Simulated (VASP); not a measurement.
A run of VASP 6.6.1 is set up as follows.

POSCAR

```
Ir
1.0
    0.0000000000      1.9676925000      2.0156850000
    1.9676925000      0.0000000000      2.0156850000
    1.9676925000      1.9676925000      0.0000000000
Ir
1
Direct
    0.0000000000      0.0000000000      0.0000000000
```

The input INCAR.step1:

```
  PREC = Accurate
  ENCUT = 520
  ISMEAR = 0
  SIGMA = 0.15
  LREAL = False
  LASPH = True
  NELM = 80
  NBANDS = 10
  GGA = PE
  ALGO = Normal
  EDIFF = 1E-4
  LWAVE = True
  LCHARG = False
```

Contents of INCAR.step2:

```
  PREC = Accurate
  ENCUT = 520
  EDIFF = 1E-6
  ISMEAR = 0
  SIGMA = 0.15
  LREAL = False
  LASPH = True
  NELM = 80
  ALGO = Normal
  ISIF = 2
  LWAVE = False
  LCHARG = False
  METAGGA = R2SCAN
  LMIXTAU = True
  NBANDS = 10
  ISTART = 1
```

Contents of KPOINTS:

```
Automatic mesh
0
Gamma
  22 22 22
```

Potentials or basis: VASP PAW PBE potentials, release 64 (Ir).

Command:

```console
$ cat potpaw_PBE.64/Ir/POTCAR > POTCAR
$ cp INCAR.step1 INCAR
$ mpirun -np 1 vasp_std > vasp.out
$ cp INCAR.step2 INCAR
$ mpirun -np 1 vasp_std > vasp.out
```

(1) Predict the pressure.

(2) Estimate the band gap on the k mesh.

## Answers

(1) -26.2 GPa.

(2) zero (an odd number of electrons rules out a gap without spin polarisation).

Caveat: the cell differs from its parent crystal (strain +0.025 along x and y, +0.050 along z); the stress differs along the axes, from -31 to -24 GPa; the PAW data sets were made with another functional, which shifts forces and pressure a little; spin-orbit coupling is left out, which moves the levels of the heavy elements.
